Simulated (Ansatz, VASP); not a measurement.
TiAl3: VASP beside Ansatz

```xyz
8
Lattice="-3.9105 0.0000 0.0000 0.0000 3.9105 3.9105 0.0000 3.9105 -3.9105" Properties=species:S:1:pos:R:3 pbc="T T T"
Ti    0.0000    3.8843    0.0000
Ti    0.0000    0.0262    0.0000
Al   -1.9553    5.8658   -0.1800
Al   -1.9553    1.9553    0.1800
Al   -1.9553    3.7305    1.9553
Al   -1.9553    4.0905   -1.9553
Al    0.0000    1.9553    1.9729
Al    0.0000    1.9553   -1.9729
```

Change from the starting cell: mode 4 frozen in at -0.026 Å and mode 18 at -0.180 Å (largest displacements).

Alike in both runs: task single point; functional LDA; k mesh 10 × 8 × 8; occupations gaussian, width 0.15 eV; no spin polarisation.

|  | VASP | Ansatz |
| --- | --- | --- |
| version | VASP 6.6.1 | Ansatz 0.2.0 |
| potentials or method | VASP PAW LDA potentials, release 64 (Ti_sv, Al), cutoff 520 eV | scalar-relativistic, plane waves, PAW |
| valence electrons in the cell | 42 | 42 |

Ansatz gave:

* gap on the k mesh at the Fermi level (eV): none
* pressure (GPa): 2.5
* traceless stress, the component that is largest in VASP (GPa): -1.36
* rms of the force components (eV/Å): 0.738

Q: What did VASP give for the same quantities?

A: gap on the k mesh at the Fermi level (eV): none; pressure (GPa): 2.7; traceless stress, the component that is largest in VASP (GPa): -1.37; rms of the force components (eV/Å): 0.744.

Ansatz warns that its potentials were made for another functional, while VASP's fit it. LDA's correlation is that of Perdew and Zunger in VASP and of Perdew and Wang (1992) in Ansatz. Atom by atom the forces differ by 0.006 eV/Å (rms over components). A gap of «none» marks a metal or a gap that the smearing closes.
